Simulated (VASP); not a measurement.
Here is a VASP 6.6.1 calculation.

File INCAR:

```
SYSTEM = SrBe
ALGO = Normal
EDIFF = 1E-6
ENCUT = 520
GGA = PE
ISIF = 2
ISMEAR = 0
LASPH = .True.
LCHARG = .False.
LREAL = .False.
LWAVE = .False.
NBANDS = 13
NELM = 100
PREC = Accurate
SIGMA = 0.1
```

KPOINTS

```
k-points
0
Gamma
  6 6 4
  0 0 0
```

POSCAR

```
SrBe
1.0
    3.8689833000      0.0000000000      0.0000000000
   -1.9344916500      3.3506378200      0.0000000000
    0.0000000000      0.0000000000      4.9981255100
Sr Be
1 1
Direct
    0.0000000000      0.0000000000      0.0000000000
    0.3333333300      0.6666666700      0.5000000000
```

Potentials or basis: VASP PAW PBE potentials, release 64 (Sr_sv, Be).

Run with:

```console
$ cat potpaw_PBE.64/Sr_sv/POTCAR potpaw_PBE.64/Be/POTCAR > POTCAR
$ mpirun -np 1 vasp_std > vasp.out
```

Q: What does it give for the pressure?

A: -1.4 GPa.

Q: What does it give for the band gap on the k mesh?

A: Zero (band 6 reaches 2.17 eV, above the bottom of band 7 at 1.23 eV).

Stress tensor (GPa, compression positive):
```
 0.90  0.00  0.00
 0.00  0.90  0.00
 0.00  0.00 -5.91
```
